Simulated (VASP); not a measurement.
A run of VASP 6.6.1 is set up as follows.

INCAR

```
PREC     = Accurate       # precision mode
ENCUT    = 520            # plane-wave cutoff, eV
EDIFF    = 1E-6           # SCF threshold, eV
ISMEAR   = 0              # smearing method
SIGMA    = 0.01           # smearing width, eV
LREAL    = F              # projectors in reciprocal space
LASPH    = T              # aspherical terms in the spheres
NELM     = 80             # most SCF steps
ALGO     = Normal         # electronic algorithm
ISIF     = 2              # what is computed and relaxed
LWAVE    = F              # write WAVECAR
LCHARG   = T              # write CHGCAR
GGA      = PE             # functional
LELF     = T              # ELF
LVHAR    = T            
NBANDS   = 26             # bands
```

File KPOINTS:

```
regular mesh
0
Gamma
  6 6 4
```

Contents of POSCAR:

```
CuI
1.0
    4.3004791912      0.0000000000      0.0000000000
   -2.1502395956      3.7243242280      0.0000000000
    0.0000000000      0.0000000000      7.9304611521
Cu I
2 2
Direct
    0.3333333333      0.6666666667      0.2500000000
    0.6666666667      0.3333333333      0.7500000000
    0.6666666667      0.3333333333      0.2500000000
    0.3333333333      0.6666666667      0.7500000000
```

Potentials or basis: VASP PAW PBE potentials, release 64 (Cu, I).

Run with:

```console
$ cat potpaw_PBE.64/Cu/POTCAR potpaw_PBE.64/I/POTCAR > POTCAR
$ mpirun -np 1 vasp_std > vasp.out
```

Question: Predict the pressure.

Answer: 2.3 GPa.

Question: Predict the band gap on the k mesh.

Answer: 1.32 eV.

Stress tensor (GPa, compression positive):
```
3.29 0.00 0.00
0.00 3.29 0.00
0.00 0.00 0.32
```

Caveat: spin-orbit coupling is left out, which moves the levels of the heavy elements. A k mesh can miss the band edges.
